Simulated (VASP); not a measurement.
Write the native input for VASP 6.6.1 that does the following.

```yaml
Task: single point
Functional: r2SCAN
Potentials_or_basis: VASP PAW PBE potentials, release 64 (Ti_sv, O_h)
Cutoff: 910 eV
k_mesh: 6 × 6 × 4
Occupations: gaussian, width 0.1 eV
Spin: no spin polarisation
Dipole_correction: no
Second_run: hard_potentials
Further_INCAR_settings: ALGO = Normal; EDIFF = 1e-06; NBANDS = 26
```

Crystal: TiO.

```xyz
4
Lattice="2.8516 0.0000 0.0000 -1.4258 2.4696 0.0000 0.0000 0.0000 5.5675" Properties=species:S:1:pos:R:3 pbc="T T T"
Ti    0.0000    1.6464    1.3919
Ti    1.4258    0.8232    4.1756
O     0.0000    0.0000    0.0000
O     0.0000    0.0000    2.7838
```

These files were run (other wordings do the same):

POSCAR

```
TiO
1.0
    2.8516080131      0.0000000000      0.0000000000
   -1.4258040066      2.4695649810      0.0000000000
    0.0000000000      0.0000000000      5.5675030000
Ti O
2 2
Direct
    0.3333333333      0.6666666667      0.2500000000
    0.6666666667      0.3333333333      0.7500000000
    0.0000000000      0.0000000000      0.0000000000
    0.0000000000      0.0000000000      0.5000000000
```

INCAR.step1

```
PREC = Accurate
ENCUT = 910
ISMEAR = 0
SIGMA = 0.1
LREAL = F
LASPH = T
NELM = 120
NBANDS = 26
GGA = PE
ALGO = Normal
EDIFF = 1E-5
LWAVE = T
LCHARG = F
GGA_COMPAT = F
```

INCAR.step2

```
PREC = Accurate
ENCUT = 910
EDIFF = 1E-6
ISMEAR = 0
SIGMA = 0.1
LREAL = F
LASPH = T
NELM = 120
ALGO = Normal
ISIF = 2
LWAVE = F
LCHARG = T
METAGGA = R2SCAN
LMIXTAU = T
LELF = T
LVHAR = T
NBANDS = 26
ISTART = 1
GGA_COMPAT = F
```

KPOINTS

```
regular mesh
0
Gamma
  6 6 4
```

Potentials or basis: VASP PAW PBE potentials, release 64 (Ti_sv, O_h).

Launch:

```bash
$ cat potpaw_PBE.64/Ti_sv/POTCAR potpaw_PBE.64/O_h/POTCAR > POTCAR
$ cp INCAR.step1 INCAR
$ mpirun -np 1 vasp_std > vasp.out
$ cp INCAR.step2 INCAR
$ mpirun -np 1 vasp_std > vasp.out
```

Results of the run:

The pressure is -3.8 GPa and the band gap on the k mesh is zero (filled and empty bands touch).

Caveat: the k points lie up to 0.42 Å⁻¹ apart; the cutoff is under 1.25 times the usual one of these potentials, so pressure, stress and relaxed cells hold a basis-set (Pulay) error; the PAW data sets were made with another functional, which shifts forces and pressure a little; semilocal functionals often make such compounds metallic where correlation or magnetic order opens a gap, which also shifts bond lengths.

Run time: 3.2 min on 1 thread of Intel(R) Xeon(R) Platinum 8488C (Sapphire Rapids) (shared host), peak memory 0.23 GiB.
